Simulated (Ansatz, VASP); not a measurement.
Fe in VASP and in Ansatz

```
Fe
1.0
    -1.37460    1.37460    1.37460
     1.37460   -1.37460    1.37460
     1.37460    1.37460   -1.37460
Fe
1
Direct
  0.00000 0.00000 0.00000
```

Alike in both runs: task single point; functional LDA; k mesh 16 × 16 × 16; occupations fermi-dirac, width 0.1 eV; collinear spin.

|  | VASP | Ansatz |
| --- | --- | --- |
| version | VASP 6.6.1 | Ansatz 0.2.0 |
| potentials or method | VASP PAW LDA potentials, release 64 (Fe_sv), cutoff 600 eV | plane waves (420 eV) with PAW, scalar-relativistic |
| valence electrons in the cell | 16 | 16 |

```tsv
	VASP	Ansatz	Ansatz less VASP
pressure (GPa)	-4.2	0.2	+4.44
net moment per atom (μB)	1.93	1.97	+0.046
size of the moment on the site where the two differ most (μB)	1.89	1.97	+0.081
```

Ansatz warns that its potentials were made for another functional, while VASP's fit it. LDA's correlation is that of Perdew and Zunger in VASP and of Perdew and Wang (1992) in Ansatz. Site moments also hang on the region over which each program counts them. One of these differences is far larger than is usual between the two programs; its cause wasn't traced.
